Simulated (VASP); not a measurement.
# P (Cmce) in VASP: single point with LDA

Aim: the single point of P with LDA.

Program: VASP 6.6.1. These are calculated values, not measurements. Logs are shortened: lines on timing, memory, paths and dates and some standing lists are left out, and cuts for length are marked.

## (1) The cell of the first run

It takes space group Cmce (No. 64, orthorhombic). Conventional cell: a = 3.311 Å, b = 10.168 Å, c = 4.126 Å, α = 90.00°, β = 90.00°, γ = 90.00°. Within 2.9 Å of P (site symmetry m) lie 3 P at 2.22 to 2.24 Å.

## (2) Single point, LDA

INCAR reads:

```
SYSTEM = P
PREC = Accurate
ENCUT = 520
EDIFF = 1E-7
ISMEAR = 0
SIGMA = 0.05
LREAL = .False.
LASPH = .True.
NELM = 60
ALGO = Normal
ISIF = 2
LWAVE = .False.
LCHARG = .False.
GGA = CA
NBANDS = 18
```

KPOINTS reads:

```
Automatic mesh
0
Gamma
  12 12 10
  0 0 0
```

POSCAR reads:

```
P
1.0
    1.6554201782     -5.0841563516      0.0000000000
    1.6554201782      5.0841563516      0.0000000000
    0.0000000000      0.0000000000      4.1259339298
P
4
Direct
    0.8935677335      0.1064322665      0.0710038245
    0.6064322665      0.3935677335      0.5710038245
    0.1064322665      0.8935677335      0.9289961755
    0.3935677335      0.6064322665      0.4289961755
```

Potentials or basis: VASP PAW LDA potentials, release 64 (P).

Started as:

```console
$ cat potpaw_LDA.64/P/POTCAR > POTCAR
$ mpirun -np 1 vasp_std > vasp.out
```

OUTCAR:

```text
SYSTEM = P
   PREC = Accurate
   ENCUT = 520
   EDIFF = 1E-7
   ISMEAR = 0
   LREAL = .False.
   LASPH = .True.
   NELM = 60
   ISIF = 2
   GGA = CA

 ion  position               nearest neighbor table
   1  0.894  0.106  0.071-   4 2.22   4 2.22   3 2.24
   2  0.606  0.394  0.571-   3 2.22   3 2.22   4 2.24
   3  0.106  0.894  0.929-   2 2.22   2 2.22   1 2.24
   4  0.394  0.606  0.429-   1 2.22   1 2.22   2 2.24

  LATTYP: Found a base centered orthorhombic cell.
 ALAT       =     3.3108403564
 B/A-ratio  =     3.0712180621
 C/A-ratio  =     1.2461893313

  Lattice vectors:

 A1 = (   1.6554201782,  -5.0841563516,   0.0000000000)
 A2 = (   1.6554201782,   5.0841563516,   0.0000000000)
 A3 = (   0.0000000000,   0.0000000000,   4.1259339298)

Analysis of symmetry for initial positions (statically):
=====================================================================
 Subroutine PRICEL returns:
 Original cell was already a primitive cell.

 Routine SETGRP: Setting up the symmetry group for a
 base centered orthorhombic supercell.

 Subroutine GETGRP returns: Found  8 space group operations
 (whereof  4 operations were pure point group operations)
 out of a pool of  8 trial point group operations.

The static configuration has the point symmetry C_2h.
 The point group associated with its full space group is D_2h.

Analysis of symmetry for dynamics (positions and initial velocities):
=====================================================================
 Subroutine PRICEL returns:
 Original cell was already a primitive cell.

 Routine SETGRP: Setting up the symmetry group for a
 base centered orthorhombic supercell.

 Subroutine GETGRP returns: Found  8 space group operations
 (whereof  4 operations were pure point group operations)
 out of a pool of  8 trial point group operations.

The dynamic configuration has the point symmetry C_2h.
 The point group associated with its full space group is D_2h.

 Subroutine INISYM returns: Found  8 space group operations
 (whereof  4 operations are pure point group operations),
 and found     1 'primitive' translations

----------------------------------------------------------------------------------------

                                     Primitive cell

  volume of cell :      69.4511

  direct lattice vectors                    reciprocal lattice vectors
     1.655420178 -5.084156352  0.000000000     0.302038121 -0.098344733  0.000000000
     1.655420178  5.084156352  0.000000000     0.302038121  0.098344733  0.000000000
     0.000000000  0.000000000  4.125933930     0.000000000  0.000000000  0.242369368

  length of vectors
     5.346874019  5.346874019  4.125933930     0.317645578  0.317645578  0.242369368

  position of ions in fractional coordinates (direct lattice)
     0.893567733  0.106432267  0.071003825
     0.606432267  0.393567733  0.571003824
     0.106432267  0.893567733  0.928996176
     0.393567733  0.606432267  0.428996176

  ion indices of the primitive-cell ions
   primitive index   ion index
                 1           1
                 2           2
                 3           3
                 4           4

----------------------------------------------------------------------------------------

 KPOINTS: Automatic mesh

Automatic generation of k-mesh.
 Grid dimensions read from file:
 generate k-points for:   12   12   10

 Generating k-lattice:

  Cartesian coordinates                     Fractional coordinates (reciprocal lattice)
     0.025169843 -0.008195394  0.000000000     0.083333333 -0.000000000  0.000000000
     0.025169843  0.008195394  0.000000000    -0.000000000  0.083333333  0.000000000
     0.000000000  0.000000000  0.024236937     0.000000000  0.000000000  0.100000000

  Length of vectors
     0.026470465  0.026470465  0.024236937

  Shift w.r.t. Gamma in fractional coordinates (k-lattice)
     0.000000000  0.000000000  0.000000000

 Subroutine IBZKPT returns following result:
 ===========================================

 Found    258 irreducible k-points:

 Following reciprocal coordinates:
            Coordinates               Weight
  0.000000  0.000000  0.000000      1.000000
  0.083333  0.000000  0.000000      4.000000
  0.166667 -0.000000  0.000000      4.000000
  0.250000 -0.000000  0.000000      4.000000
  0.333333 -0.000000  0.000000      4.000000
  0.416667  0.000000  0.000000      4.000000
[... 16 lines left out ...]
  0.500000  0.166667  0.000000      4.000000
 -0.416667  0.166667  0.000000      4.000000
 [... further k-points ...]
   k-points           NKPTS =    258   k-points in BZ     NKDIM =    258   number of bands    NBANDS=     18
   number of dos      NEDOS =    301   number of ions     NIONS =      4
   total plane-waves  NPLWV =  51200
   dimension x,y,z NGX =    40 NGY =   40 NGZ =   32
   dimension x,y,z NGXF=    80 NGYF=   80 NGZF=   64
   ions per type =               4
   NGX,Y,Z   is equivalent  to a cutoff of  12.44, 12.44, 12.89 a.u.
   NGXF,Y,Z  is equivalent  to a cutoff of  24.87, 24.87, 25.79 a.u.
 SYSTEM =  P
   PREC   = accura    normal or accurate (medium, high low for compatibility)
   ISTART =      0    job   : 0-new  1-cont  2-samecut
   ICHARG =      2    charge: 1-file 2-atom 10-const
   ISPIN  =      1    spin polarized calculation?
   LNONCOLLINEAR =      F non collinear calculations
   LSORBIT =      F    spin-orbit coupling
   LASPH  =      T    aspherical Exc in radial PAW
   ENCUT  =  520.0 eV  38.22 Ry    6.18 a.u.   9.94  9.94  7.67*2*pi/ulx,y,z
   NELM   =     60;   NELMIN=  2; NELMDL= -5     # of ELM steps
   EDIFF  = 0.1E-06   stopping-criterion for ELM
   LREAL  =      F    real-space projection
   EDIFFG = 0.1E-05   stopping-criterion for IOM
   NSW    =      0    number of steps for IOM
   IBRION =     -1    ionic relax: 0-MD 1-quasi-New 2-CG
   NFREE  =      0    steps in history (QN), initial steepest desc. (CG)
   ISIF   =      2    stress and relaxation
   ISYM   =      2    0-nonsym 1-usesym 2-fastsym
   POTIM  = 0.5000    time-step for ionic-motion
   TEBEG  =    0.0;   TEEND  =   0.0 temperature during run
   PSTRESS=    0.0 pullay stress
   NELECT =      20.0000    total number of electrons
   NUPDOWN=      -1.0000    fix difference up-down
   EMIN   =  10.00;   EMAX   =-10.00  energy-range for DOS
   EFERMI =   0.00;   METHOD = LEGACY
   ISMEAR =     0;   SIGMA  =   0.05  broadening in eV -4-tet -1-fermi 0-gaus
   EFERMI_NEDOS =   21; number of points for ismear=-14 and -15
   IALGO  =     38    algorithm
   IMIX   =      4    mixing-type and parameters
     AMIX     =   0.40;   BMIX     =  1.00
     AMIX_MAG =   1.60;   BMIX_MAG =  1.00
  volume/ion in A,a.u.               =      17.36       117.17
  Fermi-wavevector in a.u.,A,eV,Ry     =   1.081081  2.042947 15.901630  1.168737
  Thomas-Fermi vector in A             =   2.217089
   LORBIT       =      0    0 simple, 1 ext, 2 COOP (PROOUT), +10 PAW based schemes
   GGA     = CA    functional components
   LHFCALC =     F    Hartree Fock is set to
   AEXX    =    0.0000 exact exchange contribution
   IVDW    =     0    specifies the selected vdW correction
   LEPSILON=     F    determine dielectric tensor
   LRPA    =     F    only Hartree local field effects (RPA)
 non-spin polarized calculation
 Gauss-broadening in eV      SIGMA  =   0.05
  energy-cutoff  :      520.00
  volume of cell :       69.45
 maximum number of plane-waves:      1886
   NGX = 19   NGY = 19   NGZ = 15

 number of electron      19.9999998 magnetization

 Free energy of the ion-electron system (eV)
  ---------------------------------------------------
  ext. energy  EPLUGINS =         0.00000000
  ---------------------------------------------------
  free energy    TOTEN  =       -24.11607974 eV

  energy without entropy =      -24.11591814  energy(sigma->0) =      -24.11599894

 E-fermi :   7.4536     XC(G=0): -10.5144

 val. band max:        7.4252735536   @ k =   0.5000   0.1667   0.0000
 cond. band min:       7.4718214093   @ k =   0.4167   0.2500   0.0000
 fundamental gap:      0.0465478556
 Fermi energy:         7.4535773248

 k-point     1 :       0.0000    0.0000    0.0000
  band No.  band energies     occupation
      1      -8.5763      2.00000
      2      -5.1572      2.00000
      3      -1.5577      2.00000
      4       0.0905      2.00000
      5       2.3085      2.00000
      6       3.3831      2.00000
[... 10 lines left out ...]
     17      14.6706      0.00000
     18      14.8559      0.00000

 k-point     2 :       0.0833    0.0000    0.0000
  band No.  band energies     occupation
      1      -8.4874      2.00000
      2      -5.0886      2.00000
      3      -1.6370      2.00000
      4       0.1857      2.00000
      5       2.3930      2.00000
      6       2.8920      2.00000
[... 10 lines left out ...]
     17      13.8670      0.00000
     18      14.5110      0.00000

 k-point     3 :       0.1667   -0.0000    0.0000
  band No.  band energies     occupation
      1      -8.2219      2.00000
      2      -4.8819      2.00000
      3      -1.9436      2.00000
      4       0.4668      2.00000
      5       1.8274      2.00000
      6       2.3628      2.00000
[... 10 lines left out ...]
     17      12.4756      0.00000
     18      14.3853      0.00000

 k-point     4 :       0.2500   -0.0000    0.0000
  band No.  band energies     occupation
      1      -7.7834      2.00000
      2      -4.5342      2.00000
      3      -2.5870      2.00000
      4       0.6020      2.00000
      5       0.9184      2.00000
      6       2.0046      2.00000
[... 375 lines left out ...]
      4      -1.2646      2.00000
      5       2.2530      2.00000
      6       2.6331      2.00000
[... 10 lines left out ...]
     17      14.5160      0.00000
     18      14.6641      0.00000

 k-point    23 :       0.5000    0.1667    0.0000
  band No.  band energies     occupation
      1      -7.0090      2.00000
      2      -4.4915      2.00000
      3      -3.6141      2.00000
      4      -0.2170      2.00000
      5       2.0586      2.00000
      6       2.1009      2.00000
[... 10 lines left out ...]
     17      14.2797      0.00000
     18      14.7551      0.00000

 k-point    24 :      -0.4167    0.1667    0.0000
  band No.  band energies     occupation
      1      -7.6238      2.00000
      2      -4.9768      2.00000
      3      -2.6408      2.00000
      4       0.8491      2.00000
      5       1.4911      2.00000
      6       2.0340      2.00000
[... 10 lines left out ...]
     17      12.7847      0.00000
     18      13.5807      0.00000

 [... further k-points ...]

------------------------ aborting loop because EDIFF is reached ----------------------------------------

  FORCE on cell =-STRESS in cart. coord.  units (eV):
  Direction    XX          YY          ZZ          XY          YZ          ZX
  --------------------------------------------------------------------------------------
  -------------------------------------------------------------------------------------
  Total       -0.1219408     -0.1316940     -0.1179625      0.0000000      0.0000000      0.0000000
  in kB       -2.8130679     -3.0380665     -2.7212929      0.0000000      0.0000000      0.0000000
  external PRESSURE =      -2.8574758 kB  Pullay stress =       0.0000000 kB

 VOLUME and BASIS-vectors are now :
 -----------------------------------------------------------------------------
  energy-cutoff  :      520.00
  volume of cell :       69.45
      direct lattice vectors                 reciprocal lattice vectors
     1.655420178 -5.084156352  0.000000000     0.302038121 -0.098344733  0.000000000
     1.655420178  5.084156352  0.000000000     0.302038121  0.098344733  0.000000000
     0.000000000  0.000000000  4.125933930     0.000000000  0.000000000  0.242369368

 POSITION                                       TOTAL-FORCE (eV/Angst)
 -----------------------------------------------------------------------------------
      1.65542     -4.00192      0.29296         0.000000     -0.032221      0.038069
      1.65542     -1.08224      2.35592         0.000000      0.032221      0.038069
      1.65542      4.00192      3.83298         0.000000      0.032221     -0.038069
      1.65542      1.08224      1.77001         0.000000     -0.032221     -0.038069
 -----------------------------------------------------------------------------------
    total drift:                               -0.000000      0.000000     -0.000000

  FREE ENERGIE OF THE ION-ELECTRON SYSTEM (eV)
  ---------------------------------------------------
  free  energy   TOTEN  =       -24.1160797356 eV

  energy  without entropy=      -24.1159181359  energy(sigma->0) =      -24.11599894
```

Run time: 7.2 min. Hardware: 1 thread of Intel Xeon Platinum 8175M at 2.50GHz (Skylake/Cascade Lake), shared host; peak memory 0.33 GiB.

What came out:

- Free energy: -24.1161 eV
- Pressure: -0.3 GPa
- Largest force: 0.050 eV/Å
- Band gap on the k mesh: zero (bands 10 and 11 overlap by 0.37 eV)

Forces in eV/Å, atoms in the order of the input:
```
P    0.000 -0.032  0.038
P    0.000  0.032  0.038
P    0.000  0.032 -0.038
P    0.000 -0.032 -0.038
```
